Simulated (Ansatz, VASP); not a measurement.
**One calculation of KF, two programs**

```xyz
2
Lattice="0.0000 2.6590 2.6590 2.6590 0.0000 2.6590 2.6590 2.6590 0.0000" Properties=species:S:1:pos:R:3 pbc="T T T"
K     0.0000    0.0000    0.0000
F     2.6590    2.6590    2.6590
```

Alike in both runs: task single point; functional HSE06; k mesh 4 × 4 × 4; occupations gaussian, width 0.05 eV; no spin polarisation.

|  | VASP | Ansatz |
| --- | --- | --- |
| version | VASP 6.6.1 | Ansatz 0.2.0 |
| potentials or method | VASP PAW PBE potentials, release 64 (K_sv, F) | plane waves |
| plane-wave cutoff (eV) | 520 | 420 |
| valence electrons in the cell | 16 | 16 |

VASP gave:

| Item | Value |
| --- | --- |
| gap on the k mesh at the Fermi level (eV) | 8.24 |
| pressure (GPa) | 1.1 |

Q: Estimate Ansatz's values.

A: gap on the k mesh at the Fermi level (eV): 8.26; pressure (GPa): 1.0.

Ansatz's warnings: stress exchange threshold loose, stress scf threshold loose.

The k mesh is coarse, so the values compare programs but aren't converged.
